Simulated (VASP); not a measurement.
# CO2 (Pbcn) in VASP: single point with PBE

Aim: the single point of CO2 with PBE.

Program: VASP 6.6.1. These are calculated values, not measurements. Logs are shortened: lines on timing, memory, paths and dates and some standing lists are left out, and cuts for length are marked.

### Step 1. The cell of the first run

Symmetry: Pbcn, No. 60, orthorhombic system. The conventional cell has a = 4.344 Å, b = 6.111 Å, c = 4.285 Å, α = 90.00°, β = 90.00°, γ = 90.00°. Within 1.6 Å of C (site symmetry 2) lie 2 O at 1.16 Å. Within 1.6 Å of O (site symmetry 1) lie 1 C at 1.16 Å.

### Step 2. Single point, PBE

The input, INCAR:

```
SYSTEM = CO2
PREC = Accurate
ENCUT = 520
EDIFF = 1E-6
ISMEAR = -1
SIGMA = 0.02
LREAL = .False.
LASPH = .True.
NELM = 100
ALGO = Normal
ISIF = 2
LWAVE = .False.
LCHARG = .False.
GGA = PE
NBANDS = 44
```

The input, KPOINTS:

```
Automatic mesh
0
Gamma
  5 3 5
  0 0 0
```

The input, POSCAR:

```
CO2
1.0
    4.3441000000      0.0000000000      0.0000000000
    0.0000000000      6.1110000000      0.0000000000
    0.0000000000      0.0000000000      4.2850000000
C O
4 8
Direct
    0.0000000000      0.3639828552      0.2500000000
    0.5000000000      0.1360171448      0.7500000000
    0.0000000000      0.6360171448      0.7500000000
    0.5000000000      0.8639828552      0.2500000000
    0.2320200810      0.3691116720      0.3845564536
    0.2679799190      0.1308883280      0.8845564536
    0.7320200810      0.1308883280      0.6154435464
    0.7679799190      0.3691116720      0.1154435464
    0.7679799190      0.6308883280      0.6154435464
    0.7320200810      0.8691116720      0.1154435464
    0.2679799190      0.8691116720      0.3845564536
    0.2320200810      0.6308883280      0.8845564536
```

Potentials or basis: VASP PAW PBE potentials, release 64 (C, O).

Command:

```console
> cat potpaw_PBE.64/C/POTCAR potpaw_PBE.64/O/POTCAR > POTCAR
> mpirun -np 1 vasp_std > vasp.out
```

OUTCAR:

```text
SYSTEM = CO2
   PREC = Accurate
   ENCUT = 520
   EDIFF = 1E-6
   ISMEAR = -1
   LREAL = .False.
   LASPH = .True.
   NELM = 100
   ISIF = 2
   GGA = PE

 ion  position               nearest neighbor table
   1  0.000  0.364  0.250-   5 1.16   8 1.16
   2  0.500  0.136  0.750-   6 1.16   7 1.16
   3  0.000  0.636  0.750-   9 1.16  12 1.16
   4  0.500  0.864  0.250-  10 1.16  11 1.16
   5  0.232  0.369  0.385-   1 1.16
   6  0.268  0.131  0.885-   2 1.16
   7  0.732  0.131  0.615-   2 1.16
   8  0.768  0.369  0.115-   1 1.16
   9  0.768  0.631  0.615-   3 1.16
  10  0.732  0.869  0.115-   4 1.16
  11  0.268  0.869  0.385-   4 1.16
  12  0.232  0.631  0.885-   3 1.16

  LATTYP: Found a simple orthorhombic cell.
 ALAT       =     4.2850000000
 B/A-ratio  =     1.0137922987
 C/A-ratio  =     1.4261376896

  Lattice vectors:

 A1 = (   0.0000000000,   0.0000000000,   4.2850000000)
 A2 = (   4.3441000000,   0.0000000000,   0.0000000000)
 A3 = (   0.0000000000,   6.1110000000,   0.0000000000)

Analysis of symmetry for initial positions (statically):
=====================================================================
 Subroutine PRICEL returns:
 Original cell was already a primitive cell.

 Routine SETGRP: Setting up the symmetry group for a
 simple orthorhombic supercell.

 Subroutine GETGRP returns: Found  8 space group operations
 (whereof  2 operations were pure point group operations)
 out of a pool of  8 trial point group operations.

The static configuration has the point symmetry S_2 .
 The point group associated with its full space group is D_2h.

Analysis of symmetry for dynamics (positions and initial velocities):
=====================================================================
 Subroutine PRICEL returns:
 Original cell was already a primitive cell.

 Routine SETGRP: Setting up the symmetry group for a
 simple orthorhombic supercell.

 Subroutine GETGRP returns: Found  8 space group operations
 (whereof  2 operations were pure point group operations)
 out of a pool of  8 trial point group operations.

The dynamic configuration has the point symmetry S_2 .
 The point group associated with its full space group is D_2h.

 Subroutine INISYM returns: Found  8 space group operations
 (whereof  2 operations are pure point group operations),
 and found     1 'primitive' translations

----------------------------------------------------------------------------------------

                                     Primitive cell

  volume of cell :     113.7530

  direct lattice vectors                    reciprocal lattice vectors
     4.344100000  0.000000000  0.000000000     0.230197279  0.000000000  0.000000000
     0.000000000  6.111000000  0.000000000     0.000000000  0.163639339  0.000000000
     0.000000000  0.000000000  4.285000000     0.000000000  0.000000000  0.233372229

  length of vectors
     4.344100000  6.111000000  4.285000000     0.230197279  0.163639339  0.233372229

  position of ions in fractional coordinates (direct lattice)
     0.000000000  0.363982855  0.250000000
     0.500000000  0.136017145  0.750000000
     0.000000000  0.636017145  0.750000000
     0.500000000  0.863982855  0.250000000
     0.232020081  0.369111672  0.384556454
     0.267979919  0.130888328  0.884556454
     0.732020081  0.130888328  0.615443546
     0.767979919  0.369111672  0.115443546
     0.767979919  0.630888328  0.615443546
     0.732020081  0.869111672  0.115443546
     0.267979919  0.869111672  0.384556454
     0.232020081  0.630888328  0.884556454

  ion indices of the primitive-cell ions
   primitive index   ion index
                 1           1
                 2           2
                 3           3
                 4           4
                 5           5
                 6           6
                 7           7
                 8           8
                 9           9
                10          10
                11          11
                12          12

----------------------------------------------------------------------------------------

 KPOINTS: Automatic mesh

Automatic generation of k-mesh.
 Grid dimensions read from file:
 generate k-points for:    5    3    5

 Generating k-lattice:

  Cartesian coordinates                     Fractional coordinates (reciprocal lattice)
     0.046039456  0.000000000  0.000000000     0.200000000  0.000000000  0.000000000
     0.000000000  0.054546446  0.000000000     0.000000000  0.333333333  0.000000000
     0.000000000  0.000000000  0.046674446     0.000000000  0.000000000  0.200000000

  Length of vectors
     0.046039456  0.054546446  0.046674446

  Shift w.r.t. Gamma in fractional coordinates (k-lattice)
     0.000000000  0.000000000  0.000000000

 Subroutine IBZKPT returns following result:
 ===========================================

 Found     18 irreducible k-points:

 Following reciprocal coordinates:
            Coordinates               Weight
  0.000000  0.000000  0.000000      1.000000
  0.200000  0.000000  0.000000      2.000000
  0.400000  0.000000  0.000000      2.000000
  0.000000  0.333333  0.000000      2.000000
  0.200000  0.333333  0.000000      4.000000
  0.400000  0.333333  0.000000      4.000000
[... 10 lines left out ...]
  0.200000  0.333333  0.400000      8.000000
  0.400000  0.333333  0.400000      8.000000
   k-points           NKPTS =     18   k-points in BZ     NKDIM =     18   number of bands    NBANDS=     44
   number of dos      NEDOS =    301   number of ions     NIONS =     12
   total plane-waves  NPLWV =  49152
   dimension x,y,z NGX =    32 NGY =   48 NGZ =   32
   dimension x,y,z NGXF=    64 NGYF=   96 NGZF=   64
   ions per type =               4   8
   NGX,Y,Z   is equivalent  to a cutoff of  12.25, 13.06, 12.42 a.u.
   NGXF,Y,Z  is equivalent  to a cutoff of  24.49, 26.12, 24.83 a.u.
 SYSTEM =  CO2
   PREC   = accura    normal or accurate (medium, high low for compatibility)
   ISTART =      0    job   : 0-new  1-cont  2-samecut
   ICHARG =      2    charge: 1-file 2-atom 10-const
   ISPIN  =      1    spin polarized calculation?
   LNONCOLLINEAR =      F non collinear calculations
   LSORBIT =      F    spin-orbit coupling
   LASPH  =      T    aspherical Exc in radial PAW
   ENCUT  =  520.0 eV  38.22 Ry    6.18 a.u.   8.08 11.36  7.97*2*pi/ulx,y,z
   NELM   =    100;   NELMIN=  2; NELMDL= -5     # of ELM steps
   EDIFF  = 0.1E-05   stopping-criterion for ELM
   LREAL  =      F    real-space projection
   EDIFFG = 0.1E-04   stopping-criterion for IOM
   NSW    =      0    number of steps for IOM
   IBRION =     -1    ionic relax: 0-MD 1-quasi-New 2-CG
   NFREE  =      0    steps in history (QN), initial steepest desc. (CG)
   ISIF   =      2    stress and relaxation
   ISYM   =      2    0-nonsym 1-usesym 2-fastsym
   POTIM  = 0.5000    time-step for ionic-motion
   TEBEG  =    0.0;   TEEND  =   0.0 temperature during run
   PSTRESS=    0.0 pullay stress
   NELECT =      64.0000    total number of electrons
   NUPDOWN=      -1.0000    fix difference up-down
   EMIN   =  10.00;   EMAX   =-10.00  energy-range for DOS
   EFERMI =   0.00;   METHOD = LEGACY
   ISMEAR =    -1;   SIGMA  =   0.02  broadening in eV -4-tet -1-fermi 0-gaus
   EFERMI_NEDOS =   21; number of points for ismear=-14 and -15
   IALGO  =     38    algorithm
   IMIX   =      4    mixing-type and parameters
     AMIX     =   0.40;   BMIX     =  1.00
     AMIX_MAG =   1.60;   BMIX_MAG =  1.00
  volume/ion in A,a.u.               =       9.48        63.97
  Fermi-wavevector in a.u.,A,eV,Ry     =   1.351493  2.553952 24.851500  1.826534
  Thomas-Fermi vector in A             =   2.478910
   LORBIT       =      0    0 simple, 1 ext, 2 COOP (PROOUT), +10 PAW based schemes
   GGA     = PE    functional components
   LHFCALC =     F    Hartree Fock is set to
   AEXX    =    0.0000 exact exchange contribution
   IVDW    =     0    specifies the selected vdW correction
   LEPSILON=     F    determine dielectric tensor
   LRPA    =     F    only Hartree local field effects (RPA)
 non-spin polarized calculation
  energy-cutoff  :      520.00
  volume of cell :      113.75
 maximum number of plane-waves:      3083
   NGX = 17   NGY = 23   NGZ = 15

 number of electron      63.9999988 magnetization

 Free energy of the ion-electron system (eV)
  ---------------------------------------------------
  ext. energy  EPLUGINS =         0.00000000
  ---------------------------------------------------
  free energy    TOTEN  =       -88.67329017 eV

  energy without entropy =      -88.67329017  energy(sigma->0) =      -88.67329017

 E-fermi :   0.2374     XC(G=0): -10.1175

 val. band max:       -0.2603974744   @ k =   0.4000   0.0000   0.0000
 cond. band min:       6.7173782474   @ k =   0.0000   0.3333   0.0000
 fundamental gap:      6.9777757218
 Fermi energy:         0.2374468014

 k-point     1 :       0.0000    0.0000    0.0000
  band No.  band energies     occupation
      1     -22.1422      2.00000
      2     -21.3989      2.00000
      3     -21.3024      2.00000
      4     -20.7437      2.00000
      5     -20.4597      2.00000
      6     -20.2820      2.00000
[... 36 lines left out ...]
     43      11.2739      0.00000
     44      12.3065      0.00000

 k-point     2 :       0.2000    0.0000    0.0000
  band No.  band energies     occupation
      1     -22.0639      2.00000
      2     -21.4483      2.00000
      3     -21.2449      2.00000
      4     -20.7838      2.00000
      5     -20.4660      2.00000
      6     -20.2890      2.00000
[... 744 lines left out ...]
 k-point    18 :       0.4000    0.3333    0.4000
  band No.  band energies     occupation
      1     -21.5044      2.00000
      2     -21.4344      2.00000
      3     -21.2390      2.00000
      4     -21.2338      2.00000
      5     -20.3874      2.00000
      6     -20.3699      2.00000
[... 36 lines left out ...]
     43      11.1302      0.00000
     44      11.2922      0.00000

------------------------ aborting loop because EDIFF is reached ----------------------------------------

  FORCE on cell =-STRESS in cart. coord.  units (eV):
  Direction    XX          YY          ZZ          XY          YZ          ZX
  --------------------------------------------------------------------------------------
  -------------------------------------------------------------------------------------
  Total       15.5624637     12.5073321     20.3177908      0.0000000      0.0000000      0.0000000
  in kB      219.1926611    176.1620441    286.1700258      0.0000000      0.0000000      0.0000000
  external PRESSURE =     227.1749103 kB  Pullay stress =       0.0000000 kB

 VOLUME and BASIS-vectors are now :
 -----------------------------------------------------------------------------
  energy-cutoff  :      520.00
  volume of cell :      113.75
      direct lattice vectors                 reciprocal lattice vectors
     4.344100000  0.000000000  0.000000000     0.230197279  0.000000000  0.000000000
     0.000000000  6.111000000  0.000000000     0.000000000  0.163639339  0.000000000
     0.000000000  0.000000000  4.285000000     0.000000000  0.000000000  0.233372229

 POSITION                                       TOTAL-FORCE (eV/Angst)
 -----------------------------------------------------------------------------------
      0.00000      2.22430      1.07125         0.000000     -0.043132     -0.000000
      2.17205      0.83120      3.21375         0.000000      0.043132     -0.000000
      0.00000      3.88670      3.21375         0.000000      0.043132     -0.000000
      2.17205      5.27980      1.07125         0.000000     -0.043132     -0.000000
      1.00792      2.25564      1.64782         0.591710      0.000963      0.347049
      1.16413      0.79986      3.79032        -0.591710     -0.000963      0.347049
      3.17997      0.79986      2.63718         0.591710     -0.000963     -0.347049
      3.33618      2.25564      0.49468        -0.591710      0.000963     -0.347049
      3.33618      3.85536      2.63718        -0.591710     -0.000963     -0.347049
      3.17997      5.31114      0.49468         0.591710      0.000963     -0.347049
      1.16413      5.31114      1.64782        -0.591710      0.000963      0.347049
      1.00792      3.85536      3.79032         0.591710     -0.000963      0.347049
 -----------------------------------------------------------------------------------
    total drift:                               -0.000000      0.000000      0.000000

  FREE ENERGIE OF THE ION-ELECTRON SYSTEM (eV)
  ---------------------------------------------------
  free  energy   TOTEN  =       -88.6732901665 eV

  energy  without entropy=      -88.6732901665  energy(sigma->0) =      -88.67329017
```

It took 44 s on 1 thread of Intel Xeon Platinum 8559C (Emerald Rapids), shared host; peak memory 0.23 GiB.

Results:

```
Free energy            : -88.6733 eV
Pressure               : 22.7 GPa
Largest force          : 0.686 eV/Å
Band gap on the k mesh : 6.98 eV, indirect (least direct gap 7.15 eV)
```

Forces in eV/Å, atoms in the order of the input:
```
C    0.000 -0.043  0.000
C    0.000  0.043  0.000
C    0.000  0.043  0.000
C    0.000 -0.043  0.000
O    0.592  0.001  0.347
O   -0.592 -0.001  0.347
O    0.592 -0.001 -0.347
O   -0.592  0.001 -0.347
O   -0.592 -0.001 -0.347
O    0.592  0.001 -0.347
O   -0.592  0.001  0.347
O    0.592 -0.001  0.347
```

A k mesh can miss the band edges. A hybrid or GW would open this gap; PBE tends to underestimate it.
